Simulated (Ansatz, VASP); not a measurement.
TaN in VASP and in Ansatz

```xyz
2
Lattice="2.9674 0.0000 0.0000 -1.4837 2.5698 0.0000 0.0000 0.0000 2.8830" Properties=species:S:1:pos:R:3 pbc="T T T"
Ta    0.0000    1.7132    1.4415
N     0.0000    0.0000    0.0000
```

Change from the starting cell: equal xx and yy strain of +1 %, PAW files.

Alike in both runs: task electric field gradients; functional LDA; k mesh 12 × 12 × 10; occupations fermi-dirac, width 0.02 eV; no spin polarisation.

|  | VASP | Ansatz |
| --- | --- | --- |
| version | VASP 6.6.1 | Ansatz 0.2.0 |
| potentials or method | VASP PAW LDA potentials, release 64 (Ta_pv, N) | PAW with Ansatz's default frozen-core files, scalar-relativistic |
| plane-wave cutoff (eV) | 520 | 420 |
| valence electrons in the cell | 16 | 18 |

|  | VASP | Ansatz | Ansatz less VASP |
| --- | --- | --- | --- |
| pressure (GPa) | -16.0 | -17.6 | -1.64 |
| traceless stress, the component that is largest in VASP (GPa) | 2.63 | 2.50 | -0.133 |
| size of Vzz on the site where it differs most (V/Å²) | 13.9 | 45.4 | +31.56 |

LDA's correlation is that of Perdew and Zunger in VASP and of Perdew and Wang (1992) in Ansatz. VASP's potentials hold 16 valence electrons a cell and Ansatz's 18, so a difference there can come from the potentials and not from the codes.

Spin-orbit coupling is off throughout.
